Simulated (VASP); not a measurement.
A run of VASP 6.6.1 is set up as follows.

File INCAR:

```
SYSTEM = C
ALGO = Normal
EDIFF = 1E-6
ENCUT = 600
GGA_COMPAT = .FALSE.
ISIF = 2
ISMEAR = 0
LASPH = .TRUE.
LCHARG = .FALSE.
LREAL = .FALSE.
LWAVE = .FALSE.
NBANDS = 11
NELM = 120
PREC = Accurate
SIGMA = 0.01
```

The input KPOINTS:

```
k-points
0
G
  6 6 6
  0 0 0
```

Contents of POSCAR:

```
C
1.0
    0.0000000000      1.7801241411      1.7801241411
    1.7801241411      0.0000000000      1.7801241411
    1.7801241411      1.7801241411      0.0000000000
C
2
Direct
    0.0000000000      0.0000000000      0.0000000000
    0.2500000000      0.2500000000      0.2500000000
```

Potentials or basis: VASP PAW LDA potentials, release 64 (C).

Launch:

```console
$ cat potpaw_LDA.64/C/POTCAR > POTCAR
$ mpirun -np 1 vasp_std > vasp.out
```

Problem. Predict the pressure.

Solution. -10.0 GPa.

Problem. Estimate the band gap on the k mesh.

Solution. 4.14 eV, indirect (least direct gap 5.56 eV).

Caveat: the k points lie up to 0.51 Å⁻¹ apart. A k mesh can miss the band edges.
